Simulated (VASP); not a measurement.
# Cu (Im-3m) in VASP: notebook

Cu is run at these levels: PBEsol; tasks: single point, relaxation of cell and atoms.

Everything below comes from runs of VASP 6.6.1. Logs are shortened: lines on timing, memory, paths and dates and some standing lists are left out, and cuts for length are marked.

## Step 1: The cell of the first run

It takes space group Im-3m (No. 229, cubic). Conventional cell: a = 2.941 Å, b = 2.941 Å, c = 2.941 Å, α = 90.00°, β = 90.00°, γ = 90.00°. Cu (site symmetry m-3m) has 14 Cu at 2.55 to 2.94 Å within 3.4 Å.

## Step 2: Single point, PBEsol (volume scaled by 1.12)

INCAR

```
PREC = Accurate
ENCUT = 520
EDIFF = 1E-6
ISMEAR = -1
SIGMA = 0.1
LREAL = False
LASPH = True
NELM = 100
ALGO = Normal
ISIF = 2
LWAVE = False
LCHARG = False
GGA = PS
NBANDS = 12
```

KPOINTS

```
Automatic mesh
0
Gamma
  17 17 17
```

POSCAR

```
Cu
1.0
   -1.4703458468      1.4703458468      1.4703458468
    1.4703458468     -1.4703458468      1.4703458468
    1.4703458468      1.4703458468     -1.4703458468
Cu
1
Direct
    0.0000000000      0.0000000000      0.0000000000
```

Potentials or basis: VASP PAW PBE potentials, release 64 (Cu).

Started as:

```
cat potpaw_PBE.64/Cu/POTCAR > POTCAR
mpirun -np 1 vasp_std > vasp.out
```

OUTCAR:

```text
PREC = Accurate
   ENCUT = 520
   EDIFF = 1E-6
   ISMEAR = -1
   LREAL = False
   LASPH = True
   NELM = 100
   ISIF = 2
   GGA = PS

 ion  position               nearest neighbor table
   1  0.000  0.000  0.000-

  LATTYP: Found a body centered cubic cell.
 ALAT       =     2.9406916936

  Lattice vectors:

 A1 = (  -1.4703458468,   1.4703458468,   1.4703458468)
 A2 = (   1.4703458468,  -1.4703458468,   1.4703458468)
 A3 = (   1.4703458468,   1.4703458468,  -1.4703458468)

Analysis of symmetry for initial positions (statically):
=====================================================================
 Subroutine PRICEL returns:
 Original cell was already a primitive cell.

 Routine SETGRP: Setting up the symmetry group for a
 body centered cubic supercell.

 Subroutine GETGRP returns: Found 48 space group operations
 (whereof 48 operations were pure point group operations)
 out of a pool of 48 trial point group operations.

The static configuration has the point symmetry O_h .

Analysis of symmetry for dynamics (positions and initial velocities):
=====================================================================
 Subroutine PRICEL returns:
 Original cell was already a primitive cell.

 Routine SETGRP: Setting up the symmetry group for a
 body centered cubic supercell.

 Subroutine GETGRP returns: Found 48 space group operations
 (whereof 48 operations were pure point group operations)
 out of a pool of 48 trial point group operations.

The dynamic configuration has the point symmetry O_h .

 Subroutine INISYM returns: Found 48 space group operations
 (whereof 48 operations are pure point group operations),
 and found     1 'primitive' translations

----------------------------------------------------------------------------------------

                                     Primitive cell

  volume of cell :      12.7151

  direct lattice vectors                    reciprocal lattice vectors
    -1.470345847  1.470345847  1.470345847     0.000000000  0.340056049  0.340056049
     1.470345847 -1.470345847  1.470345847     0.340056049  0.000000000  0.340056049
     1.470345847  1.470345847 -1.470345847     0.340056049  0.340056049  0.000000000

  length of vectors
     2.546713711  2.546713711  2.546713711     0.480911877  0.480911877  0.480911877

  position of ions in fractional coordinates (direct lattice)
     0.000000000  0.000000000  0.000000000

  ion indices of the primitive-cell ions
   primitive index   ion index
                 1           1

----------------------------------------------------------------------------------------

 KPOINTS: Automatic mesh

Automatic generation of k-mesh.
 Grid dimensions read from file:
 generate k-points for:   17   17   17

 Generating k-lattice:

  Cartesian coordinates                     Fractional coordinates (reciprocal lattice)
     0.000000000  0.020003297  0.020003297     0.058823529  0.000000000  0.000000000
     0.020003297  0.000000000  0.020003297     0.000000000  0.058823529  0.000000000
     0.020003297  0.020003297  0.000000000     0.000000000  0.000000000  0.058823529

  Length of vectors
     0.028288934  0.028288934  0.028288934

  Shift w.r.t. Gamma in fractional coordinates (k-lattice)
     0.000000000  0.000000000  0.000000000

 Subroutine IBZKPT returns following result:
 ===========================================

 Found    165 irreducible k-points:

 Following reciprocal coordinates:
            Coordinates               Weight
  0.000000  0.000000  0.000000      1.000000
  0.058824  0.000000  0.000000     12.000000
  0.117647  0.000000  0.000000     12.000000
  0.176471  0.000000  0.000000     12.000000
  0.235294  0.000000  0.000000     12.000000
  0.294118  0.000000  0.000000     12.000000
[... 16 lines left out ...]
  0.411765  0.117647  0.000000     48.000000
  0.176471  0.176471  0.000000     24.000000
 [... further k-points ...]
   k-points           NKPTS =    165   k-points in BZ     NKDIM =    165   number of bands    NBANDS=     12
   number of dos      NEDOS =    301   number of ions     NIONS =      1
   total plane-waves  NPLWV =   8000
   dimension x,y,z NGX =    20 NGY =   20 NGZ =   20
   dimension x,y,z NGXF=    40 NGYF=   40 NGZF=   40
   ions per type =               1
   NGX,Y,Z   is equivalent  to a cutoff of  13.06, 13.06, 13.06 a.u.
   NGXF,Y,Z  is equivalent  to a cutoff of  26.11, 26.11, 26.11 a.u.
 SYSTEM =  unknown system
   PREC   = accura    normal or accurate (medium, high low for compatibility)
   ISTART =      0    job   : 0-new  1-cont  2-samecut
   ICHARG =      2    charge: 1-file 2-atom 10-const
   ISPIN  =      1    spin polarized calculation?
   LNONCOLLINEAR =      F non collinear calculations
   LSORBIT =      F    spin-orbit coupling
   LASPH  =      T    aspherical Exc in radial PAW
   ENCUT  =  520.0 eV  38.22 Ry    6.18 a.u.   4.74  4.74  4.74*2*pi/ulx,y,z
   NELM   =    100;   NELMIN=  2; NELMDL= -5     # of ELM steps
   EDIFF  = 0.1E-05   stopping-criterion for ELM
   LREAL  =      F    real-space projection
   EDIFFG = 0.1E-04   stopping-criterion for IOM
   NSW    =      0    number of steps for IOM
   IBRION =     -1    ionic relax: 0-MD 1-quasi-New 2-CG
   NFREE  =      0    steps in history (QN), initial steepest desc. (CG)
   ISIF   =      2    stress and relaxation
   ISYM   =      2    0-nonsym 1-usesym 2-fastsym
   POTIM  = 0.5000    time-step for ionic-motion
   TEBEG  =    0.0;   TEEND  =   0.0 temperature during run
   PSTRESS=    0.0 pullay stress
   NELECT =      11.0000    total number of electrons
   NUPDOWN=      -1.0000    fix difference up-down
   EMIN   =  10.00;   EMAX   =-10.00  energy-range for DOS
   EFERMI =   0.00;   METHOD = LEGACY
   ISMEAR =    -1;   SIGMA  =   0.10  broadening in eV -4-tet -1-fermi 0-gaus
   EFERMI_NEDOS =   21; number of points for ismear=-14 and -15
   IALGO  =     38    algorithm
   IMIX   =      4    mixing-type and parameters
     AMIX     =   0.40;   BMIX     =  1.00
     AMIX_MAG =   1.60;   BMIX_MAG =  1.00
  volume/ion in A,a.u.               =      12.72        85.81
  Fermi-wavevector in a.u.,A,eV,Ry     =   1.559910  2.947803 33.107321  2.433319
  Thomas-Fermi vector in A             =   2.663199
   LORBIT       =      0    0 simple, 1 ext, 2 COOP (PROOUT), +10 PAW based schemes
   GGA     = PS    functional components
   LHFCALC =     F    Hartree Fock is set to
   AEXX    =    0.0000 exact exchange contribution
   IVDW    =     0    specifies the selected vdW correction
   LEPSILON=     F    determine dielectric tensor
   LRPA    =     F    only Hartree local field effects (RPA)
 non-spin polarized calculation
  energy-cutoff  :      520.00
  volume of cell :       12.72
 maximum number of plane-waves:       370
   NGX =  9   NGY =  9   NGZ =  9

 number of electron      11.0000014 magnetization

 Free energy of the ion-electron system (eV)
  ---------------------------------------------------
  ext. energy  EPLUGINS =         0.00000000
  ---------------------------------------------------
  free energy    TOTEN  =        -4.21778430 eV

  energy without entropy =       -4.20811012  energy(sigma->0) =       -4.21294721

 E-fermi :   6.4906     XC(G=0): -12.4839

 val. band max:        6.4890698833   @ k =  -0.3529   0.4706   0.0588
 cond. band min:       6.5249695731   @ k =  -0.2941   0.4118   0.1765
 fundamental gap:      0.0358996898
 Fermi energy:         6.4906253391

 k-point     1 :       0.0000    0.0000    0.0000
  band No.  band energies     occupation
      1      -2.3094      2.00000
      2       3.6459      2.00000
      3       3.6459      2.00000
      4       3.6459      2.00000
      5       4.5634      2.00000
      6       4.5634      2.00000
      7      30.8519      0.00000
      8      30.8519      0.00000
      9      30.8519      0.00000
     10      33.2296      0.00000
     11      33.2296      0.00000
     12      33.2296      0.00000

 k-point     2 :       0.0588    0.0000    0.0000
  band No.  band energies     occupation
      1      -2.1829      2.00000
      2       3.6236      2.00000
      3       3.6451      2.00000
      4       3.6919      2.00000
      5       4.5416      2.00000
      6       4.5650      2.00000
      7      29.2606      0.00000
      8      30.4225      0.00000
      9      30.4667      0.00000
     10      31.8472      0.00000
     11      32.1140      0.00000
     12      32.4417      0.00000

 k-point     3 :       0.1176    0.0000    0.0000
  band No.  band energies     occupation
      1      -1.8075      2.00000
      2       3.5603      2.00000
      3       3.6380      2.00000
      4       3.8259      2.00000
      5       4.4893      2.00000
      6       4.5703      2.00000
      7      26.2626      0.00000
      8      29.1006      0.00000
      9      29.6977      0.00000
     10      29.9942      0.00000
     11      31.3002      0.00000
     12      32.5027      0.00000

 k-point     4 :       0.1765    0.0000    0.0000
  band No.  band energies     occupation
      1      -1.1993      2.00000
      2       3.4653      2.00000
      3       3.6155      2.00000
      4       4.0354      2.00000
      5       4.4391      2.00000
      6       4.5799      2.00000
      7      23.1466      0.00000
      8      27.6185      0.00000
      9      28.2545      0.00000
     10      28.9242      0.00000
     11      30.6681      0.00000
     12      33.1795      0.00000

 k-point     5 :       0.2353    0.0000    0.0000
  band No.  band energies     occupation
      1      -0.3958      2.00000
      2       3.3522      2.00000
      3       3.5934      2.00000
      4       4.2991      2.00000
      5       4.4215      2.00000
      6       4.5942      2.00000
      7      20.1281      0.00000
      8      26.2824      0.00000
      9      26.6953      0.00000
     10      28.2621      0.00000
     11      30.1958      0.00000
     12      34.2087      0.00000

 k-point     6 :       0.2941    0.0000    0.0000
  band No.  band energies     occupation
      1       0.5107      2.00000
      2       3.2365      2.00000
      3       3.6603      2.00000
      4       4.4417      2.00000
      5       4.5866      2.00000
      6       4.6120      2.00000
      7      17.2772      0.00000
      8      25.1660      0.00000
      9      25.3613      0.00000
     10      27.7377      0.00000
     11      29.8733      0.00000
     12      35.5261      0.00000

 k-point     7 :       0.3529    0.0000    0.0000
  band No.  band energies     occupation
      1       1.3045      2.00000
      2       3.1339      2.00000
      3       4.0224      2.00000
      4       4.4908      2.00000
      5       4.6308      2.00000
      6       4.8594      2.00000
      7      14.6519      0.00000
      8      24.2983      0.00000
      9      24.3029      0.00000
     10      27.3520      0.00000
     11      29.6748      0.00000
     12      37.0985      0.00000

 k-point     8 :       0.4118    0.0000    0.0000
  band No.  band energies     occupation
      1       1.7385      2.00000
      2       3.0575      2.00000
      3       4.4767      2.00000
      4       4.6467      2.00000
      5       4.9385      2.00000
      6       5.0749      2.00000
      7      12.3566      0.00000
      8      23.5537      0.00000
      9      23.7149      0.00000
     10      27.0997      0.00000
     11      29.5679      0.00000
     12      38.8394      0.00000
[... 166 lines left out ...]
 k-point    20 :       0.2353    0.1176    0.0000
  band No.  band energies     occupation
      1       0.8201      2.00000
      2       3.2509      2.00000
      3       3.4577      2.00000
      4       4.3912      2.00000
      5       4.6471      2.00000
      6       4.8871      2.00000
      7      17.5753      0.00000
      8      21.2952      0.00000
      9      24.7757      0.00000
     10      29.5181      0.00000
     11      32.8695      0.00000
     12      34.0960      0.00000

 k-point    21 :       0.2941    0.1176    0.0000
  band No.  band energies     occupation
      1       1.5774      2.00000
      2       3.1514      2.00000
      3       3.6389      2.00000
      4       4.4422      2.00000
      5       4.6893      2.00000
      6       5.3588      1.99998
      7      14.9415      0.00000
      8      20.5130      0.00000
      9      23.9301      0.00000
     10      29.1438      0.00000
     11      32.8994      0.00000
     12      34.8583      0.00000

 k-point    22 :       0.3529    0.1176   -0.0000
  band No.  band energies     occupation
      1       1.9699      2.00000
      2       3.0812      2.00000
      3       3.9900      2.00000
      4       4.4916      2.00000
      5       4.7652      2.00000
      6       6.0856      1.96577
      7      12.6111      0.00000
      8      19.9685      0.00000
      9      23.3442      0.00000
     10      28.8908      0.00000
     11      32.7781      0.00000
     12      35.9502      0.00000

 k-point    23 :       0.4118    0.1176    0.0000
  band No.  band energies     occupation
      1       2.0846      2.00000
      2       3.0450      2.00000
      3       4.2070      2.00000
      4       4.5060      2.00000
      5       4.8600      2.00000
      6       7.0055      0.01155
      7      10.8906      0.00000
      8      19.6875      0.00000
      9      23.0443      0.00000
     10      28.7645      0.00000
     11      32.7030      0.00000
     12      36.8990      0.00000

 k-point    24 :       0.1765    0.1765    0.0000
  band No.  band energies     occupation
      1       0.7503      2.00000
      2       3.3104      2.00000
      3       3.3433      2.00000
      4       4.3662      2.00000
      5       4.6479      2.00000
      6       4.9113      2.00000
      7      19.2302      0.00000
      8      19.4772      0.00000
      9      24.8134      0.00000
     10      30.2492      0.00000
     11      32.3390      0.00000
     12      35.8697      0.00000

 [... further k-points ...]
[... 5 lines left out ...]
  --------------------------------------------------------------------------------------
  -------------------------------------------------------------------------------------
  Total       -1.0638127     -1.0638127     -1.0638127     -0.0000000     -0.0000000     -0.0000000
  in kB     -134.0470564   -134.0470564   -134.0470564     -0.0000000     -0.0000000     -0.0000000
  external PRESSURE =    -134.0470564 kB  Pullay stress =       0.0000000 kB

 VOLUME and BASIS-vectors are now :
 -----------------------------------------------------------------------------
  energy-cutoff  :      520.00
  volume of cell :       12.72
      direct lattice vectors                 reciprocal lattice vectors
    -1.470345847  1.470345847  1.470345847     0.000000000  0.340056049  0.340056049
     1.470345847 -1.470345847  1.470345847     0.340056049  0.000000000  0.340056049
     1.470345847  1.470345847 -1.470345847     0.340056049  0.340056049  0.000000000

 POSITION                                       TOTAL-FORCE (eV/Angst)
 -----------------------------------------------------------------------------------
      0.00000      0.00000      0.00000         0.000000      0.000000     -0.000000
 -----------------------------------------------------------------------------------
    total drift:                                0.000000      0.000000      0.000000

  FREE ENERGIE OF THE ION-ELECTRON SYSTEM (eV)
  ---------------------------------------------------
  free  energy   TOTEN  =        -4.2177842987 eV

  energy  without entropy=       -4.2081101183  energy(sigma->0) =       -4.21294721
```

It took 8.5 s on 1 thread of Intel Xeon 6975P-C (Granite Rapids), shared host; peak memory 0.14 GiB.

What came out:

```yaml
Free_energy: -4.2178 eV
Pressure: -13.4 GPa
```

Caveat: the cell differs from its parent crystal (volume scaled by 1.12); the PAW data sets were made with another functional, which shifts forces and pressure a little.

## Step 3: Relaxation of cell and atoms, PBEsol

This run uses another cell than the first one, of 11.81 Å³/atom, 0.929 times its volume.

INCAR

```
SYSTEM = Cu
ALGO = Normal
EDIFF = 1E-7
EDIFFG = -0.01
ENCUT = 600
GGA = PS
IBRION = 2
ISIF = 3
ISMEAR = -1
LASPH = .True.
LCHARG = .False.
LREAL = .False.
LWAVE = .False.
NELM = 100
NSW = 80
PREC = Accurate
SIGMA = 0.1
```

KPOINTS

```
k-points
0
Gamma
  15 15 15
  0 0 0
```

POSCAR

```
Cu
1.0
   -1.4345978267      1.4345978267      1.4345978267
    1.4345978267     -1.4345978267      1.4345978267
    1.4345978267      1.4345978267     -1.4345978267
Cu
1
Direct
    0.0000000000      0.0000000000      0.0000000000
```

Potentials or basis: VASP PAW PBE potentials, release 64 (Cu).

Started as:

```
cat potpaw_PBE.64/Cu/POTCAR > POTCAR
mpirun -np 1 vasp_std > vasp.out
```

Run time: 12 s. Hardware: 1 thread of Intel Xeon 6975P-C (Granite Rapids), shared host; peak memory 0.14 GiB.

The run converged. Its results:

```yaml
Free_energy: -4.2787 eV
Relaxed_volume: 11.41 Å³/atom
Relaxed_cell: a = 2.456 Å, b = 2.456 Å, c = 2.456 Å, α = 109.47°, β = 109.47°, γ = 109.47°
Space_group_after_relaxing_to_0.05_Å: Im-3m (No. 229)
Energy_gained_by_relaxing: 6.6 meV/atom
Ionic_steps: 3
Pressure_after_relaxing: 0.0 GPa
```

The path:
| step | energy change (eV) | largest force (eV/Å) | pressure (GPa) | volume (Å³) |
| --- | --- | --- | --- | --- |
| 1 | 0.0000 | 0.0000 | -5.11 | 11.81 |
| 2 | -0.0042 | 0.0000 | 3.47 | 11.18 |
| 3 | -0.0066 | 0.0000 | 0.01 | 11.41 |

Final structure:
```yaml
crystal:
  lattice:
    - [-1.41813, 1.41813, 1.41813]
    - [1.41813, -1.41813, 1.41813]
    - [1.41813, 1.41813, -1.41813]
  atoms:
    - { symbol: Cu, position: [0.00000, 0.00000, 0.00000] }
```

Levels at points of the mesh, in eV from the Fermi level:
| k point | band 4 | band 5 | band 6 | band 7 | band 8 | band 9 |
| --- | --- | --- | --- | --- | --- | --- |
| (0.00, 0.00, 0.00) | -3.17 | -2.10 | -2.10 | 25.42 | 25.42 | 25.42 |

Caveat: the PAW data sets were made with another functional, which shifts forces and pressure a little.

## Step 4: Single point, PBEsol

This run uses another cell than the first one, of 11.35 Å³/atom, 0.893 times its volume.

INCAR

```
PREC = Accurate
ENCUT = 520
EDIFF = 1E-6
ISMEAR = -1
SIGMA = 0.1
LREAL = F
LASPH = T
NELM = 100
ALGO = Normal
ISIF = 2
LWAVE = F
LCHARG = F
GGA = PS
NBANDS = 12
```

KPOINTS

```
regular mesh
0
Gamma
  25 25 25
```

POSCAR

```
Cu
1.0
   -1.4158377631      1.4158377631      1.4158377631
    1.4158377631     -1.4158377631      1.4158377631
    1.4158377631      1.4158377631     -1.4158377631
Cu
1
Direct
    0.0000000000      0.0000000000      0.0000000000
```

Started as:

```
cat potpaw_PBE.64/Cu/POTCAR > POTCAR
mpirun -np 1 vasp_std > vasp.out
```

Wall time 17 s (1 thread of Intel Xeon 6975P-C (Granite Rapids), shared host); peak memory 0.16 GiB.

Results (log left out):

```
Free energy : -4.2760 eV
Pressure    : 0.8 GPa
```

Levels at points of the mesh, in eV from the Fermi level:
```
           k point  band 3  band 4  band 5  band 6  band 7  band 8  band 9  band 10
(0.00, 0.00, 0.00)   -3.21   -3.21   -2.13   -2.13   25.44   25.44   25.44    29.35
```

Caveat: the PAW data sets were made with another functional, which shifts forces and pressure a little.

## Step 5: Summary

```csv
task,cell,k mesh,cutoff (eV),gap on the mesh (eV),pressure (GPa)
single point,"a = 2.547 Å, angles 109.5°, 1 atom",17 × 17 × 17,520,none,-13.4
relaxation of cell and atoms,"relaxed from a = 2.485 Å, angles 109.5°, 1 atom",15 × 15 × 15,600,none,0.0
single point,"a = 2.452 Å, angles 109.5°, 1 atom",25 × 25 × 25,520,none,0.8
```

Alike in all rows: level PBEsol; potentials or basis VASP PAW PBE potentials, release 64 (Cu); no spin polarisation; smearing fermi-dirac 0.1 eV.

Caveats: the PAW data sets were made with another functional, which shifts forces and pressure a little.

Absolute energies hang on the potentials; compare differences alone.
